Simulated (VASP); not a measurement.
# Ni (P6_3/mmc) in VASP: further runs

Ni is run at these levels: r2SCAN; tasks: single point.

Everything below comes from runs of VASP 6.6.1. Logs are shortened: lines on timing, memory, paths and dates and some standing lists are left out, and cuts for length are marked.

## Step 1: The cell of the first run

Symmetry: P6_3/mmc, No. 194, hexagonal system. The conventional cell has a = 2.346 Å, b = 2.346 Å, c = 3.903 Å, α = 90.00°, β = 90.00°, γ = 120.00°. Within 3.1 Å of Ni (site symmetry -6m2) lie 12 Ni at 2.35 to 2.38 Å.

## Step 2: Single point, r2SCAN, collinear spin, ferromagnetic start

POSCAR

```
Ni
1.0
    2.3459011067      0.0000000000      0.0000000000
   -1.1729505534      2.0316099528      0.0000000000
    0.0000000000      0.0000000000      3.9029062130
Ni
2
Direct
    0.3333333333      0.6666666667      0.2500000000
    0.6666666667      0.3333333333      0.7500000000
```

INCAR.step1

```
PREC = Accurate
ENCUT = 520
ISMEAR = 1
SIGMA = 0.02
LREAL = False
LASPH = True
NELM = 150
ISPIN = 2
MAGMOM = 1.5 1.5
LMAXMIX = 4
NBANDS = 21
GGA = PE
ALGO = Normal
EDIFF = 1E-4
LWAVE = True
LCHARG = False
```

INCAR.step2

```
PREC = Accurate
ENCUT = 520
EDIFF = 1E-7
ISMEAR = 1
SIGMA = 0.02
LREAL = False
LASPH = True
NELM = 150
ALGO = Normal
ISIF = 2
LWAVE = False
LCHARG = False
ISPIN = 2
MAGMOM = 1.5 1.5
LORBIT = 11
LMAXMIX = 4
METAGGA = R2SCAN
LMIXTAU = True
NBANDS = 21
ISTART = 1
```

KPOINTS

```
Automatic mesh
0
Gamma
  13 13 7
```

Potentials or basis: VASP PAW PBE potentials, release 64 (Ni).

Command:

```bash
$ cat potpaw_PBE.64/Ni/POTCAR > POTCAR
$ cp INCAR.step1 INCAR
$ mpirun -np 1 vasp_std > vasp.out
$ cp INCAR.step2 INCAR
$ mpirun -np 1 vasp_std > vasp.out
```

OUTCAR:

```text
PREC = Accurate
   ENCUT = 520
   EDIFF = 1E-7
   ISMEAR = 1
   LREAL = False
   LASPH = True
   NELM = 150
   ISIF = 2
   ISPIN = 2
   LORBIT = 11
   METAGGA = R2SCAN
   ISTART = 1

 ion  position               nearest neighbor table
   1  0.333  0.667  0.250-   2 2.38   2 2.38   2 2.38   2 2.38   2 2.38   2 2.38
   2  0.667  0.333  0.750-   1 2.38   1 2.38   1 2.38   1 2.38   1 2.38   1 2.38

  LATTYP: Found a hexagonal cell.
 ALAT       =     2.3459011067
 C/A-ratio  =     1.6637130192

  Lattice vectors:

 A1 = (   2.3459011067,   0.0000000000,   0.0000000000)
 A2 = (  -1.1729505534,   2.0316099528,   0.0000000000)
 A3 = (   0.0000000000,   0.0000000000,   3.9029062130)

Analysis of symmetry for initial positions (statically):
=====================================================================
 Subroutine PRICEL returns:
 Original cell was already a primitive cell.

 Routine SETGRP: Setting up the symmetry group for a
 hexagonal supercell.

 Subroutine GETGRP returns: Found 24 space group operations
 (whereof 12 operations were pure point group operations)
 out of a pool of 24 trial point group operations.

The static configuration has the point symmetry D_3d.
 The point group associated with its full space group is D_6h.

Analysis of symmetry for dynamics (positions and initial velocities):
=====================================================================
 Subroutine PRICEL returns:
 Original cell was already a primitive cell.

 Routine SETGRP: Setting up the symmetry group for a
 hexagonal supercell.

 Subroutine GETGRP returns: Found 24 space group operations
 (whereof 12 operations were pure point group operations)
 out of a pool of 24 trial point group operations.

The dynamic configuration has the point symmetry D_3d.
 The point group associated with its full space group is D_6h.

Analysis of structural, dynamic, and magnetic symmetry:
=====================================================================
 Subroutine PRICEL returns:
 Original cell was already a primitive cell.

 Routine SETGRP: Setting up the symmetry group for a
 hexagonal supercell.

 Subroutine GETGRP returns: Found 24 space group operations
 (whereof 12 operations were pure point group operations)
 out of a pool of 24 trial point group operations.

The overall configuration has the point symmetry D_3d.
 The point group associated with its full space group is D_6h.

 Subroutine INISYM returns: Found 24 space group operations
 (whereof 12 operations are pure point group operations),
 and found     1 'primitive' translations

----------------------------------------------------------------------------------------

                                     Primitive cell

  volume of cell :      18.6011

  direct lattice vectors                    reciprocal lattice vectors
     2.345901107  0.000000000  0.000000000     0.426275429  0.246110234  0.000000000
    -1.172950553  2.031609953  0.000000000     0.000000000  0.492220467  0.000000000
     0.000000000  0.000000000  3.902906213     0.000000000  0.000000000  0.256219326

  length of vectors
     2.345901107  2.345901106  3.902906213     0.492220467  0.492220467  0.256219326

  position of ions in fractional coordinates (direct lattice)
     0.333333333  0.666666667  0.250000000
     0.666666667  0.333333333  0.750000000

  ion indices of the primitive-cell ions
   primitive index   ion index
                 1           1
                 2           2

----------------------------------------------------------------------------------------

 KPOINTS: Automatic mesh

Automatic generation of k-mesh.
 Grid dimensions read from file:
 generate k-points for:   13   13    7

 Generating k-lattice:

  Cartesian coordinates                     Fractional coordinates (reciprocal lattice)
     0.032790418  0.018931556  0.000000000     0.076923077 -0.000000000  0.000000000
     0.000000000  0.037863113  0.000000000     0.000000000  0.076923077  0.000000000
     0.000000000  0.000000000  0.036602761     0.000000000  0.000000000  0.142857143

  Length of vectors
     0.037863113  0.037863113  0.036602761

  Shift w.r.t. Gamma in fractional coordinates (k-lattice)
     0.000000000  0.000000000  0.000000000

 Subroutine IBZKPT returns following result:
 ===========================================

 Found     84 irreducible k-points:

 Following reciprocal coordinates:
            Coordinates               Weight
  0.000000  0.000000  0.000000      1.000000
  0.076923 -0.000000  0.000000      6.000000
  0.153846  0.000000  0.000000      6.000000
  0.230769  0.000000  0.000000      6.000000
  0.307692  0.000000  0.000000      6.000000
  0.384615  0.000000  0.000000      6.000000
[... 16 lines left out ...]
  0.076923 -0.000000  0.142857     12.000000
  0.153846  0.000000  0.142857     12.000000
 [... further k-points ...]
   k-points           NKPTS =     84   k-points in BZ     NKDIM =     84   number of bands    NBANDS=     21
   number of dos      NEDOS =    301   number of ions     NIONS =      2
   total plane-waves  NPLWV =   9720
   dimension x,y,z NGX =    18 NGY =   18 NGZ =   30
   dimension x,y,z NGXF=    36 NGYF=   36 NGZF=   60
   ions per type =               2
   NGX,Y,Z   is equivalent  to a cutoff of  12.76, 12.76, 12.78 a.u.
   NGXF,Y,Z  is equivalent  to a cutoff of  25.51, 25.51, 25.56 a.u.
 SYSTEM =  unknown system
   PREC   = accura    normal or accurate (medium, high low for compatibility)
   ISTART =      1    job   : 0-new  1-cont  2-samecut
   ICHARG =      0    charge: 1-file 2-atom 10-const
   ISPIN  =      2    spin polarized calculation?
   LNONCOLLINEAR =      F non collinear calculations
   LSORBIT =      F    spin-orbit coupling
   LASPH  =      T    aspherical Exc in radial PAW
   ENCUT  =  520.0 eV  38.22 Ry    6.18 a.u.   4.36  4.36  7.26*2*pi/ulx,y,z
   NELM   =    150;   NELMIN=  2; NELMDL=  0     # of ELM steps
   EDIFF  = 0.1E-06   stopping-criterion for ELM
   LREAL  =      F    real-space projection
   EDIFFG = 0.1E-05   stopping-criterion for IOM
   NSW    =      0    number of steps for IOM
   IBRION =     -1    ionic relax: 0-MD 1-quasi-New 2-CG
   NFREE  =      0    steps in history (QN), initial steepest desc. (CG)
   ISIF   =      2    stress and relaxation
   ISYM   =      2    0-nonsym 1-usesym 2-fastsym
   POTIM  = 0.5000    time-step for ionic-motion
   TEBEG  =    0.0;   TEEND  =   0.0 temperature during run
   PSTRESS=    0.0 pullay stress
   NELECT =      20.0000    total number of electrons
   NUPDOWN=      -1.0000    fix difference up-down
   EMIN   =  10.00;   EMAX   =-10.00  energy-range for DOS
   EFERMI =   0.00;   METHOD = LEGACY
   ISMEAR =     1;   SIGMA  =   0.02  broadening in eV -4-tet -1-fermi 0-gaus
   EFERMI_NEDOS =   21; number of points for ismear=-14 and -15
   IALGO  =     38    algorithm
   IMIX   =      4    mixing-type and parameters
     AMIX     =   0.40;   BMIX     =  1.00
     AMIX_MAG =   1.60;   BMIX_MAG =  1.00
  volume/ion in A,a.u.               =       9.30        62.76
  Fermi-wavevector in a.u.,A,eV,Ry     =   1.677151  3.169355 38.270941  2.812835
  Thomas-Fermi vector in A             =   2.761468
   LORBIT       =     11    0 simple, 1 ext, 2 COOP (PROOUT), +10 PAW based schemes
   METAGGA = R2SCAN    functional components
   LHFCALC =     F    Hartree Fock is set to
   AEXX    =    0.0000 exact exchange contribution
   IVDW    =     0    specifies the selected vdW correction
   LEPSILON=     F    determine dielectric tensor
   LRPA    =     F    only Hartree local field effects (RPA)
 spin polarized calculation
 Methfessel and Paxton  Order N= 1 SIGMA  =   0.02
  energy-cutoff  :      520.00
  volume of cell :       18.60
 maximum number of plane-waves:       537
 NGX is ok and might be reduce to    18
   NGX =  9   NGY =  9   NGZ = 15

 number of electron      20.0000015 magnetization       1.2696624

 Free energy of the ion-electron system (eV)
  ---------------------------------------------------
  ext. energy  EPLUGINS =         0.00000000
  ---------------------------------------------------
  free energy    TOTEN  =       -23.54407034 eV

  energy without entropy =      -23.54397113  energy(sigma->0) =      -23.54403727

 E-fermi :  11.6655     XC(G=0): -15.4826

 val. band max:       11.6644065994   @ k =   0.3846   0.1538   0.0000
 cond. band min:      11.6711665107   @ k =   0.3846   0.1538   0.1429
 fundamental gap:      0.0067599113
 Fermi energy:        11.6655417900

 spin component 1

 k-point     1 :       0.0000    0.0000    0.0000
  band No.  band energies     occupation
      1       1.1319      1.00000
      2       5.5063      1.00000
      3       8.3172      1.00000
      4       8.5403      1.00000
      5       8.5404      1.00000
      6       8.8663      1.00000
[... 13 lines left out ...]
     20      41.6759      0.00000
     21      45.9021      0.00000
[... 529 lines left out ...]
 k-point    24 :       0.1538    0.0000    0.1429
  band No.  band energies     occupation
      1       2.2933      1.00000
      2       6.0207      1.00000
      3       7.9949      1.00000
      4       8.1365      1.00000
      5       8.5139      1.00000
      6       8.8768      1.00000
[... 13 lines left out ...]
     20      43.4474      0.00000
     21      44.5112      0.00000

 [... further k-points ...]

 spin component 2

 k-point     1 :       0.0000    0.0000    0.0000
  band No.  band energies     occupation
      1       0.9052      1.00000
      2       6.1102      1.00000
      3       9.5525      1.00000
      4       9.5527      1.00000
      5       9.5596      1.00000
      6       9.9108      1.00000
[... 13 lines left out ...]
     20      41.8843      0.00000
     21      46.1828      0.00000
[... 529 lines left out ...]
 k-point    24 :       0.1538    0.0000    0.1429
  band No.  band energies     occupation
      1       2.0792      1.00000
      2       6.5810      1.00000
      3       8.5886      1.00000
      4       8.9847      1.00000
      5       9.5567      1.00000
      6       9.8417      1.00000
[... 13 lines left out ...]
     20      43.6213      0.00000
     21      44.6500      0.00000

 [... further k-points ...]

------------------------ aborting loop because EDIFF is reached ----------------------------------------

  FORCE on cell =-STRESS in cart. coord.  units (eV):
  Direction    XX          YY          ZZ          XY          YZ          ZX
  --------------------------------------------------------------------------------------
  -------------------------------------------------------------------------------------
  Total        4.3124634      4.3124634      4.2082858     -0.0000000      0.0000000      0.0000000
  in kB      371.4478532    371.4478530    362.4746707     -0.0000000      0.0000000      0.0000000
  external PRESSURE =     368.4567923 kB  Pullay stress =       0.0000000 kB

 VOLUME and BASIS-vectors are now :
 -----------------------------------------------------------------------------
  energy-cutoff  :      520.00
  volume of cell :       18.60
      direct lattice vectors                 reciprocal lattice vectors
     2.345901107  0.000000000  0.000000000     0.426275429  0.246110234  0.000000000
    -1.172950553  2.031609953  0.000000000     0.000000000  0.492220467  0.000000000
     0.000000000  0.000000000  3.902906213     0.000000000  0.000000000  0.256219326

 POSITION                                       TOTAL-FORCE (eV/Angst)
 -----------------------------------------------------------------------------------
     -0.00000      1.35441      0.97573         0.000000      0.000000      0.000000
      1.17295      0.67720      2.92718        -0.000000      0.000000      0.000000
 -----------------------------------------------------------------------------------
    total drift:                                0.000000      0.000000     -0.000000

  FREE ENERGIE OF THE ION-ELECTRON SYSTEM (eV)
  ---------------------------------------------------
  free  energy   TOTEN  =       -23.5440703396 eV

  energy  without entropy=      -23.5439711292  energy(sigma->0) =      -23.54403727

 total charge

# of ion       s       p       d       tot
------------------------------------------
    1        0.586   0.673   8.419   9.678
    2        0.586   0.673   8.419   9.678
--------------------------------------------------
tot          1.172   1.345  16.839  19.356

 magnetization (x)

# of ion       s       p       d       tot
------------------------------------------
    1       -0.008  -0.044   0.691   0.638
    2       -0.008  -0.044   0.691   0.638
--------------------------------------------------
tot         -0.017  -0.089   1.382   1.277
```

It took 2.3 min on 1 thread of Intel Xeon 6975P-C (Granite Rapids), shared host; peak memory 0.17 GiB.

What came out:

```
Free energy                                           : -23.5441 eV
Pressure                                              : 36.8 GPa
Net moment                                            : 1.27 μB per cell
Site moments                                          : Ni +0.64 μB
Valence electrons inside the program's atomic spheres : Ni 9.68
```

Caveat: the PAW data sets were made with another functional, which shifts forces and pressure a little.

## Step 3: Single point, r2SCAN, collinear spin, ferromagnetic start

This run uses another cell than the first one, of 9.72 Å³/atom, 1.045 times its volume.

POSCAR

```
Ni
1.0
    2.3809197189      0.0000000000      0.0000000000
   -1.1904598594      2.0619369605      0.0000000000
    0.0000000000      0.0000000000      3.9611671339
Ni
2
Direct
    0.3333333333      0.6666666667      0.2500000000
    0.6666666667      0.3333333333      0.7500000000
```

INCAR.step1

```
ALGO = Normal
EDIFF = 1E-4
ENCUT = 520
GGA = PE
ISMEAR = 1
ISPIN = 2
LASPH = True
LCHARG = False
LMAXMIX = 4
LREAL = False
LWAVE = True
MAGMOM = 1.5 1.5
NBANDS = 21
NELM = 150
PREC = Accurate
SIGMA = 0.02
```

INCAR.step2

```
ALGO = Normal
EDIFF = 1E-7
ENCUT = 520
ISIF = 2
ISMEAR = 1
ISPIN = 2
ISTART = 1
LASPH = True
LCHARG = False
LMAXMIX = 4
LMIXTAU = True
LORBIT = 11
LREAL = False
LWAVE = False
MAGMOM = 1.5 1.5
METAGGA = R2SCAN
NBANDS = 21
NELM = 150
PREC = Accurate
SIGMA = 0.02
```

KPOINTS

```
k-points
0
Gamma
  13 13 7
```

Potentials or basis: VASP PAW PBE potentials, release 64 (Ni).

Command:

```bash
$ cat potpaw_PBE.64/Ni/POTCAR > POTCAR
$ cp INCAR.step1 INCAR
$ mpirun -np 1 vasp_std > vasp.out
$ cp INCAR.step2 INCAR
$ mpirun -np 1 vasp_std > vasp.out
```

It took 2.6 min on 1 thread of Intel Xeon 6975P-C (Granite Rapids), shared host; peak memory 0.17 GiB.

Results (log left out):

* Free energy: -23.6961 eV
* Pressure: 21.4 GPa
* Net moment: 1.27 μB per cell
* Site moments: Ni +0.64 μB
* Valence electrons inside the program's atomic spheres: Ni 9.57

Stress tensor (GPa, compression positive):
```
21.09  0.00  0.00
 0.00 21.09  0.00
 0.00  0.00 22.14
```

Levels at points of the mesh, in eV from the Fermi level:
Spin up:
| k point | band 9 | band 10 | band 11 | band 12 | band 13 | band 14 |
| --- | --- | --- | --- | --- | --- | --- |
| (0.00, 0.00, 0.00) | -1.97 | -0.89 | -0.89 | -0.77 | 6.31 | 24.66 |
Spin down:
| k point | band 6 | band 7 | band 8 | band 9 | band 10 | band 11 | band 12 | band 13 |
| --- | --- | --- | --- | --- | --- | --- | --- | --- |
| (0.00, 0.00, 0.00) | -1.63 | -1.63 | -1.28 | -1.28 | -0.95 | -0.16 | -0.16 | 7.03 |

Caveat: the PAW data sets were made with another functional, which shifts forces and pressure a little.

(Part 1 of 2 ends here.)
